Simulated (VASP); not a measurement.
## Ti5H: single point with PBE

Ti5H, a slab with vacuum:

```
CELL_PARAMETERS angstrom
2.93816 0.00000 0.00000
-1.46908 2.54452 0.00000
0.00000 0.00000 26.21171
ATOMIC_POSITIONS crystal
Ti 0.66667 0.33333 0.15260
Ti 0.33333 0.66667 0.24131
Ti 0.66667 0.33333 0.33060
Ti 0.33333 0.66667 0.42195
Ti 0.66667 0.33333 0.50404
H 0.33333 0.66667 0.58301
```

```json
{"Program": "VASP 6.6.1", "Task": "single point", "Functional": "PBE", "Potentials or basis": "VASP PAW PBE potentials, release 64 (Ti_sv, H)", "Cutoff": "520 eV", "k mesh": "9 × 9 × 1", "Occupations": "gaussian, width 0.1 eV", "Spin": "collinear spin, ferromagnetic start", "Starting moments": "[0.0, 0.0, 0.0, 0.0, 0.0, 1.0] μB", "Dipole correction": "yes", "Further INCAR settings": "ALGO = Normal; EDIFF = 1e-06; NBANDS = 44"}
```

The largest force is 2.571 eV/Å and the band gap on the k mesh is zero (filled and empty bands overlap). The net moment is -0.98 μB per cell and the site moments are Ti -0.61, +0.07, -0.03, -0.01, +0.01; H -0.00 μB. The valence electrons inside the program's atomic spheres are Ti 10.20, 10.24, 10.23, 10.28, 10.17; H 0.40.

Forces on the atoms (eV/Å):
```
Ti   0.000  0.000  0.463
Ti   0.000  0.000 -0.441
Ti   0.000  0.000  0.039
Ti   0.000  0.000 -0.484
Ti   0.000  0.000  2.571
H    0.000  0.000 -2.148
```

Levels at points of the mesh, in eV from the Fermi level:
Spin up:
| k point | band 28 | band 29 | band 30 | band 31 | band 32 | band 33 |
| --- | --- | --- | --- | --- | --- | --- |
| (0.00, 0.00, 0.00) | 0.23 | 0.55 | 0.55 | 0.61 | 0.67 | 0.67 |
Spin down:
| k point | band 29 | band 30 | band 31 | band 32 | band 33 | band 34 |
| --- | --- | --- | --- | --- | --- | --- |
| (0.00, 0.00, 0.00) | 0.32 | 0.55 | 0.55 | 0.58 | 0.58 | 0.60 |

Run time: 14 min on 1 thread of Oxide Virtual Turin-like Processor, on a shared host, peak memory 0.48 GiB.
